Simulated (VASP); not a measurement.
CoSn3, 4 atoms in the cell. The structure is cubic, space group Pm-3m (No. 221). Conventional cell: a = 4.256 Å, b = 4.256 Å, c = 4.256 Å, α = 90.00°, β = 90.00°, γ = 90.00°. Within 4.0 Å of Sn (site symmetry 4/mmm) lie 8 Sn at 3.01 Å and 4 Co at 3.01 Å. Within 4.0 Å of Co (site symmetry m-3m) lie 12 Sn at 3.01 Å. 

* Program: VASP 6.6.1
* Task: relaxation of cell and atoms
* Functional: r2SCAN
* Potentials or basis: VASP PAW PBE potentials, release 64 (Sn_d, Co)
* Cutoff: 600 eV
* k mesh: 6 × 6 × 6
* Occupations: gaussian, width 0.1 eV
* Spin: collinear spin, ferromagnetic start
* Starting moments: [0.0, 0.0, 0.0, 1.97] μB
* Dipole correction: no
* Further INCAR settings: ALGO = Normal; EDIFF = 1e-06; IBRION = 2; EDIFFG = -0.05; NSW = 100; ISIF = 3

Potentials or basis: VASP PAW PBE potentials, release 64 (Sn_d, Co).

The run is started by

```sh
$ cat potpaw_PBE.64/Sn_d/POTCAR potpaw_PBE.64/Co/POTCAR > POTCAR
$ cp INCAR.step1 INCAR
$ mpirun -np 4 vasp_std > vasp.out
$ cp INCAR.step2 INCAR
$ mpirun -np 4 vasp_std > vasp.out
```

Hardware: 4 MPI ranks on Oxide Virtual Turin-like Processor (shared host).

**Question.** How long does it take, and how much memory?

**Answer.** Wall time 8.3 min on 4 MPI ranks on Oxide Virtual Turin-like Processor (shared host), peak memory 0.31 GiB a rank. Counts: k points 20, ion steps 3.
